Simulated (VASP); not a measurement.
# Hf (Pm-3m) in VASP: notebook

The runs below take Hf through single point, with LDA.

Program: VASP 6.6.1. These are calculated values, not measurements. Logs are shortened: lines on timing, memory, paths and dates and some standing lists are left out, and cuts for length are marked.

## Step 1: The cell of the first run

Symmetry: Pm-3m, No. 221, cubic system. Conventional cell: a = 2.164 Å, b = 2.164 Å, c = 2.164 Å, α = 90.00°, β = 90.00°, γ = 90.00°. Within 2.9 Å of Hf (site symmetry m-3m) lie 6 Hf at 2.16 Å.

## Step 2: Single point, LDA (volume scaled by 0.45)

INCAR

```
SYSTEM = Hf
ALGO = Normal
EDIFF = 1E-6
ENCUT = 520
GGA = CA
ISIF = 2
ISMEAR = -1
LASPH = .True.
LCHARG = .False.
LREAL = .False.
LWAVE = .False.
NBANDS = 11
NELM = 60
PREC = Accurate
SIGMA = 0.1
```

KPOINTS

```
k-points
0
Gamma
  15 15 15
  0 0 0
```

POSCAR

```
Hf
1.0
    2.1639052835      0.0000000000      0.0000000000
    0.0000000000      2.1639052835      0.0000000000
    0.0000000000      0.0000000000      2.1639052835
Hf
1
Direct
    0.0000000000      0.0000000000      0.0000000000
```

Potentials or basis: VASP PAW LDA potentials, release 64 (Hf_pv).

On the command line:

```sh
cat potpaw_LDA.64/Hf_pv/POTCAR > POTCAR
mpirun -np 1 vasp_std > vasp.out
```

OUTCAR:

```text
SYSTEM = Hf
   EDIFF = 1E-6
   ENCUT = 520
   GGA = CA
   ISIF = 2
   ISMEAR = -1
   LASPH = .True.
   LREAL = .False.
   NELM = 60
   PREC = Accurate

 ion  position               nearest neighbor table
   1  0.000  0.000  0.000-

  LATTYP: Found a simple cubic cell.
 ALAT       =     2.1639052835

  Lattice vectors:

 A1 = (   2.1639052835,   0.0000000000,   0.0000000000)
 A2 = (   0.0000000000,   2.1639052835,   0.0000000000)
 A3 = (   0.0000000000,   0.0000000000,   2.1639052835)

Analysis of symmetry for initial positions (statically):
=====================================================================
 Subroutine PRICEL returns:
 Original cell was already a primitive cell.

 Routine SETGRP: Setting up the symmetry group for a
 simple cubic supercell.

 Subroutine GETGRP returns: Found 48 space group operations
 (whereof 48 operations were pure point group operations)
 out of a pool of 48 trial point group operations.

The static configuration has the point symmetry O_h .

Analysis of symmetry for dynamics (positions and initial velocities):
=====================================================================
 Subroutine PRICEL returns:
 Original cell was already a primitive cell.

 Routine SETGRP: Setting up the symmetry group for a
 simple cubic supercell.

 Subroutine GETGRP returns: Found 48 space group operations
 (whereof 48 operations were pure point group operations)
 out of a pool of 48 trial point group operations.

The dynamic configuration has the point symmetry O_h .

 Subroutine INISYM returns: Found 48 space group operations
 (whereof 48 operations are pure point group operations),
 and found     1 'primitive' translations

----------------------------------------------------------------------------------------

                                     Primitive cell

  volume of cell :      10.1325

  direct lattice vectors                    reciprocal lattice vectors
     2.163905284  0.000000000  0.000000000     0.462127436  0.000000000  0.000000000
     0.000000000  2.163905284  0.000000000     0.000000000  0.462127436  0.000000000
     0.000000000  0.000000000  2.163905284     0.000000000  0.000000000  0.462127436

  length of vectors
     2.163905284  2.163905284  2.163905284     0.462127436  0.462127436  0.462127436

  position of ions in fractional coordinates (direct lattice)
     0.000000000  0.000000000  0.000000000

  ion indices of the primitive-cell ions
   primitive index   ion index
                 1           1

----------------------------------------------------------------------------------------

 KPOINTS: k-points

Automatic generation of k-mesh.
 Grid dimensions read from file:
 generate k-points for:   15   15   15

 Generating k-lattice:

  Cartesian coordinates                     Fractional coordinates (reciprocal lattice)
     0.030808496  0.000000000  0.000000000     0.066666667  0.000000000  0.000000000
     0.000000000  0.030808496  0.000000000     0.000000000  0.066666667  0.000000000
     0.000000000  0.000000000  0.030808496     0.000000000  0.000000000  0.066666667

  Length of vectors
     0.030808496  0.030808496  0.030808496

  Shift w.r.t. Gamma in fractional coordinates (k-lattice)
     0.000000000  0.000000000  0.000000000

 Subroutine IBZKPT returns following result:
 ===========================================

 Found    120 irreducible k-points:

 Following reciprocal coordinates:
            Coordinates               Weight
  0.000000  0.000000  0.000000      1.000000
  0.066667  0.000000  0.000000      6.000000
  0.133333  0.000000  0.000000      6.000000
  0.200000  0.000000  0.000000      6.000000
  0.266667  0.000000  0.000000      6.000000
  0.333333  0.000000  0.000000      6.000000
[... 16 lines left out ...]
  0.266667  0.200000  0.000000     24.000000
  0.333333  0.200000  0.000000     24.000000
 [... further k-points ...]
   k-points           NKPTS =    120   k-points in BZ     NKDIM =    120   number of bands    NBANDS=     11
   number of dos      NEDOS =    301   number of ions     NIONS =      1
   total plane-waves  NPLWV =   4096
   dimension x,y,z NGX =    16 NGY =   16 NGZ =   16
   dimension x,y,z NGXF=    32 NGYF=   32 NGZF=   32
   ions per type =               1
   NGX,Y,Z   is equivalent  to a cutoff of  12.29, 12.29, 12.29 a.u.
   NGXF,Y,Z  is equivalent  to a cutoff of  24.58, 24.58, 24.58 a.u.
 SYSTEM =  Hf
   PREC   = accura    normal or accurate (medium, high low for compatibility)
   ISTART =      0    job   : 0-new  1-cont  2-samecut
   ICHARG =      2    charge: 1-file 2-atom 10-const
   ISPIN  =      1    spin polarized calculation?
   LNONCOLLINEAR =      F non collinear calculations
   LSORBIT =      F    spin-orbit coupling
   LASPH  =      T    aspherical Exc in radial PAW
   ENCUT  =  520.0 eV  38.22 Ry    6.18 a.u.   4.02  4.02  4.02*2*pi/ulx,y,z
   NELM   =     60;   NELMIN=  2; NELMDL= -5     # of ELM steps
   EDIFF  = 0.1E-05   stopping-criterion for ELM
   LREAL  =      F    real-space projection
   EDIFFG = 0.1E-04   stopping-criterion for IOM
   NSW    =      0    number of steps for IOM
   IBRION =     -1    ionic relax: 0-MD 1-quasi-New 2-CG
   NFREE  =      0    steps in history (QN), initial steepest desc. (CG)
   ISIF   =      2    stress and relaxation
   ISYM   =      2    0-nonsym 1-usesym 2-fastsym
   POTIM  = 0.5000    time-step for ionic-motion
   TEBEG  =    0.0;   TEEND  =   0.0 temperature during run
   PSTRESS=    0.0 pullay stress
   NELECT =      10.0000    total number of electrons
   NUPDOWN=      -1.0000    fix difference up-down
   EMIN   =  10.00;   EMAX   =-10.00  energy-range for DOS
   EFERMI =   0.00;   METHOD = LEGACY
   ISMEAR =    -1;   SIGMA  =   0.10  broadening in eV -4-tet -1-fermi 0-gaus
   EFERMI_NEDOS =   21; number of points for ismear=-14 and -15
   IALGO  =     38    algorithm
   IMIX   =      4    mixing-type and parameters
     AMIX     =   0.40;   BMIX     =  1.00
     AMIX_MAG =   1.60;   BMIX_MAG =  1.00
  volume/ion in A,a.u.               =      10.13        68.38
  Fermi-wavevector in a.u.,A,eV,Ry     =   1.629934  3.080128 36.146375  2.656684
  Thomas-Fermi vector in A             =   2.722318
   LORBIT       =      0    0 simple, 1 ext, 2 COOP (PROOUT), +10 PAW based schemes
   GGA     = CA    functional components
   LHFCALC =     F    Hartree Fock is set to
   AEXX    =    0.0000 exact exchange contribution
   IVDW    =     0    specifies the selected vdW correction
   LEPSILON=     F    determine dielectric tensor
   LRPA    =     F    only Hartree local field effects (RPA)
 non-spin polarized calculation
  energy-cutoff  :      520.00
  volume of cell :       10.13
 maximum number of plane-waves:       289
   NGX =  9   NGY =  9   NGZ =  9

 number of electron      10.0000004 magnetization

 Free energy of the ion-electron system (eV)
  ---------------------------------------------------
  ext. energy  EPLUGINS =         0.00000000
  ---------------------------------------------------
  free energy    TOTEN  =        -3.05072971 eV

  energy without entropy =       -3.03099306  energy(sigma->0) =       -3.04086139

 E-fermi :  11.8325     XC(G=0): -15.5101

 val. band max:       11.8150812194   @ k =   0.4667   0.4667   0.0000
 cond. band min:      11.8676979482   @ k =   0.2000   0.1333   0.0667
 fundamental gap:      0.0526167287
 Fermi energy:        11.8325247544

 k-point     1 :       0.0000    0.0000    0.0000
  band No.  band energies     occupation
      1     -15.4136      2.00000
      2     -15.4136      2.00000
      3     -15.4136      2.00000
      4       4.3452      2.00000
      5       5.9422      2.00000
      6       5.9422      2.00000
      7      25.7070      0.00000
      8      27.1954      0.00000
      9      27.1954      0.00000
     10      27.1954      0.00000
     11      36.6348      0.00000

 k-point     2 :       0.0667    0.0000    0.0000
  band No.  band energies     occupation
      1     -15.9708      2.00000
      2     -15.3720      2.00000
      3     -15.3720      2.00000
      4       4.6568      2.00000
      5       6.0305      2.00000
      6       6.5967      2.00000
      7      25.6949      0.00000
      8      26.2353      0.00000
      9      26.2353      0.00000
     10      27.2544      0.00000
     11      35.3864      0.00000

 k-point     3 :       0.1333    0.0000    0.0000
  band No.  band energies     occupation
      1     -17.3796      2.00000
      2     -15.2528      2.00000
      3     -15.2528      2.00000
      4       5.2186      2.00000
      5       6.2870      2.00000
      6       8.6279      2.00000
      7      24.1515      0.00000
      8      24.1515      0.00000
      9      25.6607      0.00000
     10      27.4238      0.00000
     11      32.9635      0.00000

 k-point     4 :       0.2000    0.0000    0.0000
  band No.  band energies     occupation
      1     -19.1479      2.00000
      2     -15.0725      2.00000
      3     -15.0725      2.00000
      4       5.9009      2.00000
      5       6.6861      2.00000
      6      11.5004      1.93031
      7      21.8632      0.00000
      8      21.8632      0.00000
      9      25.6096      0.00000
     10      27.6810      0.00000
     11      30.6936      0.00000
[... 239 lines left out ...]
 k-point    22 :       0.2000    0.2000    0.0000
  band No.  band energies     occupation
      1     -18.8583      2.00000
      2     -18.5577      2.00000
      3     -14.7397      2.00000
      4       7.1222      2.00000
      5      10.4922      2.00000
      6      13.0441      0.00001
      7      17.6462      0.00000
      8      21.8755      0.00000
      9      23.3144      0.00000
     10      25.5303      0.00000
     11      32.7945      0.00000

 k-point    23 :       0.2667    0.2000    0.0000
  band No.  band energies     occupation
      1     -20.4312      2.00000
      2     -18.4167      2.00000
      3     -14.5308      2.00000
      4       7.7064      2.00000
      5      10.2805      2.00000
      6      14.5688      0.00000
      7      18.1425      0.00000
      8      20.3534      0.00000
      9      23.2005      0.00000
     10      25.4774      0.00000
     11      31.4291      0.00000

 k-point    24 :       0.3333    0.2000    0.0000
  band No.  band energies     occupation
      1     -21.8759      2.00000
      2     -18.1423      2.00000
      3     -14.3235      2.00000
      4       8.2050      2.00000
      5       9.6085      2.00000
      6      14.8955      0.00000
      7      18.7620      0.00000
      8      20.2227      0.00000
      9      23.5399      0.00000
     10      25.4296      0.00000
     11      30.9196      0.00000

 [... further k-points ...]
[... 5 lines left out ...]
  --------------------------------------------------------------------------------------
  -------------------------------------------------------------------------------------
  Total       22.0461365     22.0461365     22.0461365      0.0000000      0.0000000     -0.0000000
  in kB     3486.0076198   3486.0076198   3486.0076198      0.0000000      0.0000000     -0.0000000
  external PRESSURE =    3486.0076198 kB  Pullay stress =       0.0000000 kB

 VOLUME and BASIS-vectors are now :
 -----------------------------------------------------------------------------
  energy-cutoff  :      520.00
  volume of cell :       10.13
      direct lattice vectors                 reciprocal lattice vectors
     2.163905284  0.000000000  0.000000000     0.462127436  0.000000000  0.000000000
     0.000000000  2.163905284  0.000000000     0.000000000  0.462127436  0.000000000
     0.000000000  0.000000000  2.163905284     0.000000000  0.000000000  0.462127436

 POSITION                                       TOTAL-FORCE (eV/Angst)
 -----------------------------------------------------------------------------------
      0.00000      0.00000      0.00000         0.000000      0.000000      0.000000
 -----------------------------------------------------------------------------------
    total drift:                                0.000000      0.000000      0.000000

  FREE ENERGIE OF THE ION-ELECTRON SYSTEM (eV)
  ---------------------------------------------------
  free  energy   TOTEN  =        -3.0507297113 eV

  energy  without entropy=       -3.0309930639  energy(sigma->0) =       -3.04086139
```

It took 14 s on 1 thread of AMD EPYC 7R13, shared host; peak memory 0.09 GiB.

Results:

```
Free energy            : -3.0507 eV
Pressure               : 348.6 GPa
Band gap on the k mesh : zero (band 5 reaches 14.08 eV, above the bottom of band 6 at 5.29 eV)
```

Caveat: spin-orbit coupling is left out, which moves the levels of the heavy elements.

## Step 3: Single point, LDA (volume scaled by 0.52)

INCAR

```
SYSTEM = Hf
  ALGO = Normal
  EDIFF = 1E-7
  ENCUT = 520
  GGA = CA
  ISIF = 2
  ISMEAR = -1
  LASPH = .TRUE.
  LCHARG = .TRUE.
  LELF = .TRUE.
  LREAL = .FALSE.
  LVHAR = .TRUE.
  LWAVE = .FALSE.
  NBANDS = 11
  NELM = 60
  PREC = Accurate
  SIGMA = 0.1
```

KPOINTS

```
k-points
0
G
  15 15 15
  0 0 0
```

POSCAR

```
Hf
1.0
    2.2707458227      0.0000000000      0.0000000000
    0.0000000000      2.2707458227      0.0000000000
    0.0000000000      0.0000000000      2.2707458227
Hf
1
Direct
    0.0000000000      0.0000000000      0.0000000000
```

Potentials or basis: VASP PAW LDA potentials, release 64 (Hf_pv).

On the command line:

```sh
cat potpaw_LDA.64/Hf_pv/POTCAR > POTCAR
mpirun -np 1 vasp_std > vasp.out
```

OUTCAR:

```text
SYSTEM = Hf
   EDIFF = 1E-7
   ENCUT = 520
   GGA = CA
   ISIF = 2
   ISMEAR = -1
   LASPH = .TRUE.
   LREAL = .FALSE.
   NELM = 60
   PREC = Accurate

 ion  position               nearest neighbor table
   1  0.000  0.000  0.000-

  LATTYP: Found a simple cubic cell.
 ALAT       =     2.2707458227

  Lattice vectors:

 A1 = (   2.2707458227,   0.0000000000,   0.0000000000)
 A2 = (   0.0000000000,   2.2707458227,   0.0000000000)
 A3 = (   0.0000000000,   0.0000000000,   2.2707458227)

Analysis of symmetry for initial positions (statically):
=====================================================================
 Subroutine PRICEL returns:
 Original cell was already a primitive cell.

 Routine SETGRP: Setting up the symmetry group for a
 simple cubic supercell.

 Subroutine GETGRP returns: Found 48 space group operations
 (whereof 48 operations were pure point group operations)
 out of a pool of 48 trial point group operations.

The static configuration has the point symmetry O_h .

Analysis of symmetry for dynamics (positions and initial velocities):
[... 164 lines left out ...]
 k-point     1 :       0.0000    0.0000    0.0000
  band No.  band energies     occupation
      1     -17.5080      2.00000
      2     -17.5080      2.00000
      3     -17.5080      2.00000
      4       2.3826      2.00000
      5       5.3525      2.00000
      6       5.3525      2.00000
      7      23.5588      0.00000
      8      23.5588      0.00000
      9      23.5588      0.00000
     10      23.7788      0.00000
     11      32.3005      0.00000
[... 309 lines left out ...]
 k-point    24 :       0.3333    0.2000    0.0000
  band No.  band energies     occupation
      1     -22.2942      2.00000
      2     -19.4868      2.00000
      3     -16.7373      2.00000
      4       6.6301      2.00000
      5       8.2922      2.00000
      6      12.3628      0.00000
      7      16.5078      0.00000
      8      17.0164      0.00000
      9      20.5157      0.00000
     10      23.6892      0.00000
     11      27.3491      0.00000

 [... further k-points ...]

------------------------ aborting loop because EDIFF is reached ----------------------------------------

  FORCE on cell =-STRESS in cart. coord.  units (eV):
  Direction    XX          YY          ZZ          XY          YZ          ZX
  --------------------------------------------------------------------------------------
  -------------------------------------------------------------------------------------
  Total       15.1301465     15.1301465     15.1301465      0.0000000     -0.0000000     -0.0000000
  in kB     2070.3708424   2070.3708424   2070.3708424      0.0000000     -0.0000000     -0.0000000
  external PRESSURE =    2070.3708424 kB  Pullay stress =       0.0000000 kB

 VOLUME and BASIS-vectors are now :
 -----------------------------------------------------------------------------
  energy-cutoff  :      520.00
  volume of cell :       11.71
      direct lattice vectors                 reciprocal lattice vectors
     2.270745823  0.000000000  0.000000000     0.440383943  0.000000000  0.000000000
     0.000000000  2.270745823  0.000000000     0.000000000  0.440383943  0.000000000
     0.000000000  0.000000000  2.270745823     0.000000000  0.000000000  0.440383943

 POSITION                                       TOTAL-FORCE (eV/Angst)
 -----------------------------------------------------------------------------------
      0.00000      0.00000      0.00000         0.000000      0.000000      0.000000
 -----------------------------------------------------------------------------------
    total drift:                                0.000000      0.000000     -0.000000

  FREE ENERGIE OF THE ION-ELECTRON SYSTEM (eV)
  ---------------------------------------------------
  free  energy   TOTEN  =        -5.7109824169 eV

  energy  without entropy=       -5.6839710521  energy(sigma->0) =       -5.69747673
```

stdout:

```text
POSCAR found type information on POSCAR Hf
 POSCAR found :  1 types and       1 ions
 scaLAPACK will be used
 LDA part: xc-table for (Slater(with rela. corr.)+CA(PZ))
 , standard interpolation
 POSCAR, INCAR and KPOINTS ok, starting setup
 FFT: planning ... GRIDC
 FFT: planning ... GRID_SOFT
 FFT: planning ... GRID
 WAVECAR not read
 entering main loop
```

Run time: 21 s. Hardware: 1 thread of AMD EPYC 7R13, shared host; peak memory 0.1 GiB.

Results:

- Free energy: -5.7110 eV
- Pressure: 207.0 GPa
- Band gap on the k mesh: zero (band 5 reaches 12.11 eV, above the bottom of band 6 at 4.92 eV)

Caveat: spin-orbit coupling is left out, which moves the levels of the heavy elements.

## Step 4: Single point, LDA (volume scaled by 0.6)

INCAR

```
PREC = Accurate
ENCUT = 520
EDIFF = 1E-6
ISMEAR = -1
SIGMA = 0.1
LREAL = False
LASPH = True
NELM = 80
ALGO = Normal
ISIF = 2
LWAVE = False
LCHARG = True
LELF = True
LVHAR = True
NBANDS = 11
```

KPOINTS

```
regular mesh
0
Gamma
  15 15 15
```

POSCAR

```
Hf
1.0
    2.3816859399      0.0000000000      0.0000000000
    0.0000000000      2.3816859399      0.0000000000
    0.0000000000      0.0000000000      2.3816859399
Hf
1
Direct
    0.0000000000      0.0000000000      0.0000000000
```

On the command line:

```sh
cat potpaw_LDA.64/Hf_pv/POTCAR > POTCAR
mpirun -np 1 vasp_std > vasp.out
```

Wall time 21 s (1 thread of AMD EPYC 7R13, shared host); peak memory 0.1 GiB.

It converged, with:

```yaml
Free_energy: -7.5011 eV
Pressure: 120.1 GPa
Band_gap_on_the_k_mesh: zero (band 5 reaches 10.12 eV, above the bottom of band 6 at 4.50 eV)
```

Levels at points of the mesh, in eV from the Fermi level:
```csv
k point,band 1,band 2,band 3,band 4,band 5,band 6,band 7,band 8,band 9,band 10
"(0.00, 0.00, 0.00)",-27.90,-27.90,-27.90,-7.64,-3.73,-3.73,11.86,11.86,11.86,13.60
```

Caveat: spin-orbit coupling is left out, which moves the levels of the heavy elements.

## Step 5: Overview

```tsv
cell	gap on the mesh (eV)	pressure (GPa)
a = 2.164 Å, 1 atom	none	348.6
a = 2.271 Å, 1 atom	none	207.0
a = 2.382 Å, 1 atom	none	120.1
```

Alike in all rows: task single point; level LDA; potentials or basis VASP PAW LDA potentials, release 64 (Hf_pv); no spin polarisation; k mesh 15 × 15 × 15; cutoff (eV) 520; smearing fermi-dirac 0.1 eV.

Caveats: spin-orbit coupling is left out, which moves the levels of the heavy elements.

Total energies depend on the potentials used, so only differences within one code and one set of settings carry meaning.
